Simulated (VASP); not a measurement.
Here is a VASP 6.6.1 calculation.

The input INCAR:

```
ALGO = Normal
EDIFF = 1E-6
ENCUT = 520
GGA = PE
ISIF = 2
ISMEAR = 0
LASPH = T
LCHARG = T
LELF = T
LREAL = F
LVHAR = T
LWAVE = F
NBANDS = 16
NELM = 80
PREC = Accurate
SIGMA = 0.01
```

The input KPOINTS:

```
k-points
0
Gamma
  4 4 4
```

File POSCAR:

```
ZnSe
1.0
    0.0000000000      2.8324246721      2.8324246721
    2.8324246721      0.0000000000      2.8324246721
    2.8324246721      2.8324246721      0.0000000000
Zn Se
1 1
Direct
    0.0000000000      0.0000000000      0.0000000000
    0.2500000000      0.2500000000      0.2500000000
```

Potentials or basis: VASP PAW PBE potentials, release 64 (Zn, Se).

Run with:

```console
$ cat potpaw_PBE.64/Zn/POTCAR potpaw_PBE.64/Se/POTCAR > POTCAR
$ mpirun -np 1 vasp_std > vasp.out
```

(1) Estimate the band gap on the k mesh.

(2) Predict the pressure.

## Answers

(1) 1.28 eV, direct.

(2) 2.8 GPa.

Caveat: the k points lie up to 0.48 Å⁻¹ apart.
